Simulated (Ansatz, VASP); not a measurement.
**Hf5Ta: VASP beside Ansatz**

INCAR

```
PREC = Accurate
ENCUT = 520
EDIFF = 1E-7
ISMEAR = -1
SIGMA = 0.05
LREAL = F
LASPH = T
NELM = 100
ALGO = Normal
ISIF = 2
LWAVE = F
LCHARG = F
LDIPOL = T
IDIPOL = 3
DIPOL = 0.5 0.5 0.500
GGA = PS
NBANDS = 40
```

File KPOINTS:

```
Automatic mesh
0
Gamma
  10 7 1
```

The input POSCAR:

```
Hf5Ta
1.0
    3.1588656729      0.0000000000      0.0000000000
    0.0000000000      4.9986711415      0.0000000000
    0.0000000000      0.0000000000     22.3832000000
Ta Hf
1 5
Direct
    0.7500000000      0.7500000000      0.3623767524
    0.2500000000      0.2500000000      0.4013869577
    0.2500000000      0.7500000000      0.4781961931
    0.7500000000      0.2500000000      0.5218038067
    0.7500000000      0.7500000000      0.5986130559
    0.2500000000      0.2500000000      0.6376232342
```

Input for Ansatz:

```yaml
crystal:
  lattice:
    - [3.1588656729, 0.0, 0.0]
    - [0.0, 4.9986711415, 0.0]
    - [0.0, 0.0, 22.3832]
  atoms:
    - { symbol: Ta, position: [0.75, 0.75, 0.3623767524] }
    - { symbol: Hf, position: [0.25, 0.25, 0.4013869577] }
    - { symbol: Hf, position: [0.25, 0.75, 0.4781961931] }
    - { symbol: Hf, position: [0.75, 0.25, 0.5218038067] }
    - { symbol: Hf, position: [0.75, 0.75, 0.5986130559] }
    - { symbol: Hf, position: [0.25, 0.25, 0.6376232342] }
kpoints:
  mp_grid: { grid: [10, 7, 1] }
scf:
  occupations: { method: fermi_dirac, width: 0.05 }
hamiltonian:
  xc: pbesol
  pseudopotentials: { kind: all_electron, lapw: { basis_error: 0.001 } }
output:
  forces: true
  stress: true
  eigenvalues: true
efield:
  axis: 3
  amplitude: 0
  dipole_correction: true
```

Alike in both runs: task single point; functional PBEsol; k mesh 10 × 7 × 1; occupations fermi-dirac, width 0.05 eV; no spin polarisation.

```csv
,VASP,Ansatz
version,VASP 6.6.1,Ansatz 0.2.0
potentials or method,"VASP PAW PBE potentials, release 64 (Ta_pv, Hf_pv), cutoff 520 eV","all-electron LAPW, scalar-relativistic"
```

VASP gave:

```
rms of the force components (eV/Å) : 0.432
```

Task: Which values does Ansatz return?

Result: rms of the force components (eV/Å): 0.427.

VASP's potentials were made for PBE, not for PBEsol. Atom by atom the forces differ by 0.014 eV/Å (rms over components). Ansatz ran all-electron here, and VASP with PAW potentials.

Neither program's run includes spin-orbit coupling.
